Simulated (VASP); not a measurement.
Write the native input for VASP 6.6.1 that does the following.

```
Task                    : density of states
Functional              : PBE
Potentials or basis     : VASP PAW PBE potentials, release 64 (Re)
Cutoff                  : 520 eV
k mesh                  : 18 × 18 × 18
Occupations             : gaussian, width 0.05 eV
Spin                    : non-collinear spin, zero start, spin-orbit coupling
Starting moments        : [[0.0, 0.0, 0.0]] μB
Dipole correction       : no
k mesh for the DOS      : 27 × 27 × 27
Occupations for the DOS : tetrahedron
Further INCAR settings  : ALGO = Normal; EDIFF = 1e-07
```

Crystal: Re.

```
Re
1.0
    -1.55729    1.55729    1.55729
     1.55729   -1.55729    1.55729
     1.55729    1.55729   -1.55729
Re
1
Direct
  0.00000 0.00000 0.00000
```

These files were run (other wordings do the same):

POSCAR

```
Re
1.0
   -1.5572922395      1.5572922395      1.5572922395
    1.5572922395     -1.5572922395      1.5572922395
    1.5572922395      1.5572922395     -1.5572922395
Re
1
Direct
    0.0000000000      0.0000000000      0.0000000000
```

INCAR.step1

```
SYSTEM = Re
PREC = Accurate
ENCUT = 520
EDIFF = 1E-7
ISMEAR = 0
SIGMA = 0.05
LREAL = .FALSE.
LASPH = .TRUE.
NELM = 150
ALGO = Normal
ISIF = 2
LWAVE = .FALSE.
LCHARG = .TRUE.
MAGMOM = 0 0 0
LSORBIT = .TRUE.
GGA_COMPAT = .FALSE.
LORBMOM = .TRUE.
LMAXMIX = 4
GGA = PE
NBANDS = 18
```

KPOINTS.step1

```
regular mesh
0
G
  18 18 18
  0 0 0
```

INCAR.step2

```
SYSTEM = Re
PREC = Accurate
ENCUT = 520
EDIFF = 1E-7
ISMEAR = -5
SIGMA = 0.05
LREAL = .FALSE.
LASPH = .TRUE.
NELM = 150
ALGO = Normal
ISIF = 2
LWAVE = .FALSE.
LCHARG = .FALSE.
MAGMOM = 0 0 0
LORBIT = 10
LSORBIT = .TRUE.
GGA_COMPAT = .FALSE.
LORBMOM = .TRUE.
LMAXMIX = 4
GGA = PE
NEDOS = 2001
ICHARG = 11
```

KPOINTS.step2

```
regular mesh
0
G
  27 27 27
  0 0 0
```

Potentials or basis: VASP PAW PBE potentials, release 64 (Re).

Command:

```sh
$ cat potpaw_PBE.64/Re/POTCAR > POTCAR
$ cp INCAR.step1 INCAR
$ cp KPOINTS.step1 KPOINTS
$ mpirun -np 1 vasp_ncl > vasp.out
$ cp INCAR.step2 INCAR
$ cp KPOINTS.step2 KPOINTS
$ mpirun -np 1 vasp_ncl > vasp.out
```

Results of the run:

The net moment is 0.00 μB per cell. The valence electrons inside the program's atomic spheres are Re 6.03.

It took 2.2 min on 1 thread of AMD EPYC 9R45 96-Core Processor (Zen 5), with other jobs on the host, peak memory 0.3 GiB.
